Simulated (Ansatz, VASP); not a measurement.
One calculation of SnBi5O2, two programs

```
Sn Bi O
1.0
     6.40044    0.00000    0.00000
    -3.20022    5.54295    0.00000
     0.00000    0.00000    7.02327
Sn Bi O
1 5 2
Direct
  0.00000 0.00000 0.70388
  0.33333 0.66667 0.47807
  0.66667 0.33333 0.47807
  0.50000 0.00000 0.91701
  0.00000 0.50000 0.91701
  0.50000 0.50000 0.91701
  0.33333 0.66667 0.16142
  0.66667 0.33333 0.16142
```

Alike in both runs: functional PBE; k mesh 6 × 6 × 6; occupations gaussian, width 0.1 eV; no spin polarisation.

Ansatz relaxed the structure, and its values are those at the end. VASP's run is a single point on that final structure, the one shown.

```csv
,VASP,Ansatz
version,VASP 6.6.1,Ansatz 0.2.0
potentials or method,"VASP PAW PBE potentials, release 64 (Sn_d, Bi_d, O), cutoff 520 eV","scalar-relativistic, plane waves, PAW"
valence electrons in the cell,101,101
```

Ansatz gave:

```
gap on the k mesh at the Fermi level (eV) : none
pressure (GPa)                            : 0.0
rms of the force components (eV/Å)        : 0.001
```

What did VASP give for the same quantities?

gap on the k mesh at the Fermi level (eV): none; pressure (GPa): 0.0; rms of the force components (eV/Å): 0.012.

A gap of «none» marks a metal or a gap that the smearing closes. The functional is the same, so the differences come from potentials, cutoffs and numerics.

Neither program's run includes spin-orbit coupling.
